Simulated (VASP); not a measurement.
The system is Si4Ru.

```xyz
5
Lattice="4.4283 0.0000 0.0000 0.0000 4.4283 0.0000 0.0000 0.0000 4.4283" Properties=species:S:1:pos:R:3 pbc="T T T"
Si    1.3164    3.1118    3.1118
Si    3.1118    1.3164    3.1118
Si    3.1118    3.1118    1.3164
Si    1.3164    1.3164    1.3164
Ru    0.0000    0.0000    0.0000
```

```yaml
Program: VASP 6.6.1
Task: relaxation of cell and atoms
Functional: PBE
Potentials_or_basis: VASP PAW PBE potentials, release 64 (Si, Ru_pv)
Cutoff: 600 eV
k_mesh: 8 × 8 × 8
Occupations: gaussian, width 0.1 eV
Spin: no spin polarisation
```

At the start: pressure -1.4 GPa; volume 17.37 Å³/atom.

**Question.** How do energy, volume and symmetry change on relaxing?

**Answer.** Over 6 steps the energy falls by 5.8 meV/atom and the volume is 17.05 Å³/atom (-1.9 %); space group P-43m (No. 215, to 0.05 Å).

Step by step:
```tsv
step	energy change (eV)	largest force (eV/Å)	pressure (GPa)	volume (Å³)
1	0.0000	0.4810	-1.45	86.84
2	-0.0286	0.0245	0.49	84.88
3	-0.0290	0.0344	0.25	85.08
4	-0.0290	0.0242	0.29	85.04
5	-0.0291	0.0307	-0.13	85.36
6	-0.0292	0.0081	0.04	85.23
```

Final structure:
```yaml
crystal:
  lattice:
    - [4.40072, 0.00000, 0.00000]
    - [0.00000, 4.40072, 0.00000]
    - [0.00000, 0.00000, 4.40072]
  atoms:
    - { symbol: Si, position: [0.30019, 0.69981, 0.69981] }
    - { symbol: Si, position: [0.69981, 0.30019, 0.69981] }
    - { symbol: Si, position: [0.69981, 0.69981, 0.30019] }
    - { symbol: Si, position: [0.30019, 0.30019, 0.30019] }
    - { symbol: Ru, position: [0.00000, 0.00000, 0.00000] }
```
